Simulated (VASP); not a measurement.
# MnO (Fm-3m) in VASP: further runs

The runs below take MnO through single point, with PBEsol.

All numbers are computed with VASP 6.6.1; they aren't measurements. Logs are shortened: lines on timing, memory, paths and dates and some standing lists are left out, and cuts for length are marked.

### 1 The cell of the first run

The structure is cubic, space group Fm-3m (No. 225). The conventional cell has a = 4.444 Å, b = 4.444 Å, c = 4.444 Å, α = 90.00°, β = 90.00°, γ = 90.00°. Within 2.9 Å of Mn (site symmetry m-3m) lie 6 O at 2.22 Å. O (site symmetry m-3m) has 6 Mn at 2.22 Å within 2.9 Å.

### 2 Single point, PBEsol, collinear spin, ferromagnetic start

INCAR reads:

```
ALGO = Normal
EDIFF = 1E-6
ENCUT = 600
GGA = PS
GGA_COMPAT = F
ISIF = 2
ISMEAR = -1
ISPIN = 2
LASPH = T
LCHARG = F
LMAXMIX = 4
LORBIT = 11
LREAL = F
LWAVE = F
MAGMOM = 5.83 0
NBANDS = 22
NELM = 200
NUPDOWN = 5.83
PREC = Accurate
SIGMA = 0.03
```

KPOINTS reads:

```
k-points
0
Gamma
  7 7 7
```

POSCAR reads:

```
MnO
1.0
    0.0000000000      2.2220000000      2.2220000000
    2.2220000000      0.0000000000      2.2220000000
    2.2220000000      2.2220000000      0.0000000000
Mn O
1 1
Direct
    0.0000000000      0.0000000000      0.0000000000
    0.5000000000      0.5000000000      0.5000000000
```

Potentials or basis: VASP PAW PBE potentials, release 64 (Mn_sv, O).

Launch:

```console
$ cat potpaw_PBE.64/Mn_sv/POTCAR potpaw_PBE.64/O/POTCAR > POTCAR
$ mpirun -np 1 vasp_std > vasp.out
```

OUTCAR:

```text
EDIFF = 1E-6
   ENCUT = 600
   GGA = PS
   ISIF = 2
   ISMEAR = -1
   ISPIN = 2
   LASPH = T
   LORBIT = 11
   LREAL = F
   NELM = 200
   NUPDOWN = 5.83
   PREC = Accurate

 ion  position               nearest neighbor table
   1  0.000  0.000  0.000-   2 2.22   2 2.22   2 2.22   2 2.22   2 2.22   2 2.22
   2  0.500  0.500  0.500-   1 2.22   1 2.22   1 2.22   1 2.22   1 2.22   1 2.22

  LATTYP: Found a face centered cubic cell.
 ALAT       =     4.4440000000

  Lattice vectors:

 A1 = (   0.0000000000,   2.2220000000,   2.2220000000)
 A2 = (   2.2220000000,   0.0000000000,   2.2220000000)
 A3 = (   2.2220000000,   2.2220000000,   0.0000000000)

Analysis of symmetry for initial positions (statically):
=====================================================================
 Subroutine PRICEL returns:
 Original cell was already a primitive cell.

 Routine SETGRP: Setting up the symmetry group for a
 face centered cubic supercell.

 Subroutine GETGRP returns: Found 48 space group operations
 (whereof 48 operations were pure point group operations)
 out of a pool of 48 trial point group operations.

The static configuration has the point symmetry O_h .

Analysis of symmetry for dynamics (positions and initial velocities):
=====================================================================
 Subroutine PRICEL returns:
 Original cell was already a primitive cell.

 Routine SETGRP: Setting up the symmetry group for a
 face centered cubic supercell.

 Subroutine GETGRP returns: Found 48 space group operations
 (whereof 48 operations were pure point group operations)
 out of a pool of 48 trial point group operations.

The dynamic configuration has the point symmetry O_h .

Analysis of structural, dynamic, and magnetic symmetry:
=====================================================================
 Subroutine PRICEL returns:
 Original cell was already a primitive cell.

 Routine SETGRP: Setting up the symmetry group for a
 face centered cubic supercell.

 Subroutine GETGRP returns: Found 48 space group operations
 (whereof 48 operations were pure point group operations)
 out of a pool of 48 trial point group operations.

The overall configuration has the point symmetry O_h .

 Subroutine INISYM returns: Found 48 space group operations
 (whereof 48 operations are pure point group operations),
[... 107 lines left out ...]
   EFERMI_NEDOS =   21; number of points for ismear=-14 and -15
   IALGO  =     38    algorithm
   IMIX   =      4    mixing-type and parameters
     AMIX     =   0.40;   BMIX     =  1.00
     AMIX_MAG =   1.60;   BMIX_MAG =  1.00
  volume/ion in A,a.u.               =      10.97        74.03
  Fermi-wavevector in a.u.,A,eV,Ry     =   1.613345  3.048780 35.414355  2.602882
  Thomas-Fermi vector in A             =   2.708429
   LORBIT       =     11    0 simple, 1 ext, 2 COOP (PROOUT), +10 PAW based schemes
   GGA     = PS    functional components
   LHFCALC =     F    Hartree Fock is set to
   AEXX    =    0.0000 exact exchange contribution
   IVDW    =     0    specifies the selected vdW correction
   LEPSILON=     F    determine dielectric tensor
   LRPA    =     F    only Hartree local field effects (RPA)
 spin polarized calculation
  energy-cutoff  :      600.00
  volume of cell :       21.94
 maximum number of plane-waves:       748
 NGX is ok and might be reduce to    28
   NGX = 13   NGY = 13   NGZ = 13

 number of electron      21.0000009 magnetization       5.8300004

 Free energy of the ion-electron system (eV)
  ---------------------------------------------------
  ext. energy  EPLUGINS =         0.00000000
  ---------------------------------------------------
  free energy    TOTEN  =       -14.39304136 eV

  energy without entropy =      -14.38865213  energy(sigma->0) =      -14.39084675

 E-fermi :   4.9127     XC(G=0): -12.1878

 val. band max:       12.8636874112   @ k =   0.4286   0.2857   0.1429
 cond. band min:       4.9139374817   @ k =   0.2857   0.0000   0.0000
 fundamental gap:     -7.9497499295
 Fermi energy:        12.9273717506

 spin component 1

 k-point     1 :       0.0000    0.0000    0.0000
  band No.  band energies     occupation
      1     -72.1411      1.00000
      2     -40.9981      1.00000
      3     -40.9981      1.00000
      4     -40.9981      1.00000
      5     -11.8132      1.00000
      6       4.5882      1.00000
[... 489 lines left out ...]
     21      35.1607      0.00000
     22      35.5541      0.00000
 Fermi energy:         4.9127362610

 spin component 2

 k-point     1 :       0.0000    0.0000    0.0000
  band No.  band energies     occupation
      1     -67.2342      1.00000
      2     -36.1679      1.00000
      3     -36.1679      1.00000
      4     -36.1679      1.00000
      5     -10.4724      1.00000
      6       5.9309      0.00000
[... 489 lines left out ...]
     21      36.5040      0.00000
     22      37.3572      0.00000

------------------------ aborting loop because EDIFF is reached ----------------------------------------

  FORCE on cell =-STRESS in cart. coord.  units (eV):
  Direction    XX          YY          ZZ          XY          YZ          ZX
  --------------------------------------------------------------------------------------
  -------------------------------------------------------------------------------------
  Total        3.3156800      3.3156800      3.3156800      0.0000000     -0.0000000      0.0000000
  in kB      242.1146307    242.1146307    242.1146307      0.0000000     -0.0000000      0.0000000
  external PRESSURE =     242.1146307 kB  Pullay stress =       0.0000000 kB

 VOLUME and BASIS-vectors are now :
 -----------------------------------------------------------------------------
  energy-cutoff  :      600.00
  volume of cell :       21.94
      direct lattice vectors                 reciprocal lattice vectors
     0.000000000  2.222000000  2.222000000    -0.225022502  0.225022502  0.225022502
     2.222000000  0.000000000  2.222000000     0.225022502 -0.225022502  0.225022502
     2.222000000  2.222000000  0.000000000     0.225022502  0.225022502 -0.225022502

 POSITION                                       TOTAL-FORCE (eV/Angst)
 -----------------------------------------------------------------------------------
      0.00000      0.00000      0.00000        -0.000000     -0.000000      0.000000
      2.22200      2.22200      2.22200         0.000000      0.000000     -0.000000
 -----------------------------------------------------------------------------------
    total drift:                                0.000000      0.000000      0.000000

  FREE ENERGIE OF THE ION-ELECTRON SYSTEM (eV)
  ---------------------------------------------------
  free  energy   TOTEN  =       -14.3930413633 eV

  energy  without entropy=      -14.3886521309  energy(sigma->0) =      -14.39084675

 total charge

# of ion       s       p       d       tot
------------------------------------------
    1        2.149   6.020   4.642  12.812
    2        1.597   3.316   0.000   4.913
--------------------------------------------------
tot          3.746   9.336   4.642  17.725

 magnetization (x)

# of ion       s       p       d       tot
------------------------------------------
    1        0.060   0.029   4.272   4.361
    2        0.073   0.613   0.000   0.686
--------------------------------------------------
tot          0.133   0.642   4.272   5.047
```

Run time: 27 s. Hardware: 1 thread of Intel Xeon Platinum 8375C at 2.90GHz (Ice Lake), shared host; peak memory 0.17 GiB.

Results:

```yaml
Free_energy: -14.3930 eV
Pressure: 24.2 GPa
Net_moment: 5.83 μB per cell
Site_moments: Mn +4.36; O +0.69 μB
Valence_electrons_inside_the_program's_atomic_spheres: Mn 12.81; O 4.91
```

Caveat: the PAW data sets were made with another functional, which shifts forces and pressure a little; the total moment is fixed, so each spin has its own Fermi level; a cell with one magnetic atom can't hold antiferromagnetic order, which such compounds often take.

[end of part 1 of 2]
